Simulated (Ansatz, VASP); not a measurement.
GaTe3W in VASP and in Ansatz

```xyz
5
Lattice="3.7541 0.0000 0.0000 0.0000 3.7541 0.0000 0.0000 0.0000 9.0530" Properties=species:S:1:pos:R:3 pbc="T T T"
Ga    1.8771    1.8771    0.0000
Te    0.0000    0.0000    2.6147
Te    0.0000    0.0000    6.4384
Te    1.8771    1.8771    4.5265
W     0.0000    0.0000    0.0000
```

Alike in both runs: functional PBE; k mesh 10 × 10 × 4; occupations gaussian, width 0.1 eV; no spin polarisation.

Ansatz relaxed the structure, and its values are those at the end. VASP's run is a single point on that final structure, the one shown.

|  | VASP | Ansatz |
| --- | --- | --- |
| version | VASP 6.6.1 | Ansatz 0.2.0 |
| potentials or method | VASP PAW PBE potentials, release 64 (Ga_d, Te, W_sv), cutoff 520 eV | scalar-relativistic, plane waves, PAW |
| valence electrons in the cell | 45 | 75 |

|  | VASP | Ansatz | Ansatz less VASP |
| --- | --- | --- | --- |
| gap on the k mesh at the Fermi level (eV) | none | none | - |
| pressure (GPa) | 0.0 | 0.0 | +0.01 |

A gap of «none» marks a metal or a gap that the smearing closes. With one functional, cell and mesh, what is left measures potentials, basis and numerics. VASP's potentials hold 45 valence electrons a cell and Ansatz's 75, so a difference there can come from the potentials and not from the codes.

Spin-orbit coupling is off throughout.
